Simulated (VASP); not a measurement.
Input of a VASP 6.6.1 run:

File POSCAR:

```
Ti3O
1.0
    5.0698577003      0.0000000000      0.0000000000
   -2.5349288502      4.3906255620      0.0000000000
    0.0000000000      0.0000000000      4.8181655766
Ti O
6 2
Direct
    0.0000000000      0.6701657689      0.7500000000
    0.0000000000      0.3298342311      0.2500000000
    0.6701657689      0.0000000000      0.7500000000
    0.6701657689      0.6701657689      0.2500000000
    0.3298342311      0.3298342311      0.7500000000
    0.3298342311      0.0000000000      0.2500000000
    0.0000000000      0.0000000000      0.5000000000
    0.0000000000      0.0000000000      0.0000000000
```

The input INCAR.step1:

```
SYSTEM = Ti3O
  PREC = Accurate
  ENCUT = 660
  ISMEAR = 0
  SIGMA = 0.1
  LREAL = .FALSE.
  LASPH = .TRUE.
  NELM = 120
  NBANDS = 52
  GGA = PE
  ALGO = Normal
  EDIFF = 1E-5
  LWAVE = .TRUE.
  LCHARG = .FALSE.
  GGA_COMPAT = .FALSE.
  KPAR = 4
```

The input INCAR.step2:

```
SYSTEM = Ti3O
  PREC = Accurate
  ENCUT = 660
  EDIFF = 1E-6
  ISMEAR = 0
  SIGMA = 0.1
  LREAL = .FALSE.
  LASPH = .TRUE.
  NELM = 120
  ALGO = Normal
  ISIF = 2
  LWAVE = .FALSE.
  LCHARG = .FALSE.
  METAGGA = R2SCAN
  LMIXTAU = .TRUE.
  NBANDS = 52
  ISTART = 1
  GGA_COMPAT = .FALSE.
  KPAR = 4
```

Contents of KPOINTS:

```
regular mesh
0
G
  12 12 8
  0 0 0
```

Potentials or basis: VASP PAW PBE potentials, release 64 (Ti_sv, O).

Command:

```sh
$ cat potpaw_PBE.64/Ti_sv/POTCAR potpaw_PBE.64/O/POTCAR > POTCAR
$ cp INCAR.step1 INCAR
$ mpirun -np 4 vasp_std > vasp.out
$ cp INCAR.step2 INCAR
$ mpirun -np 4 vasp_std > vasp.out
```

Task: Estimate the band gap on the k mesh.

Result: Zero (bands 42 and 43 overlap by 0.80 eV).

Task: Estimate the largest force.

Result: 0.121 eV/Å.

Forces in eV/Å, atoms in the order of the input:
```
Ti   0.060 -0.105  0.000
Ti  -0.060  0.105  0.000
Ti  -0.121  0.000  0.000
Ti  -0.060 -0.105  0.000
Ti   0.060  0.105  0.000
Ti   0.121  0.000  0.000
O    0.000  0.000  0.000
O    0.000  0.000  0.000
```

Caveat: the PAW data sets were made with another functional, which shifts forces and pressure a little.
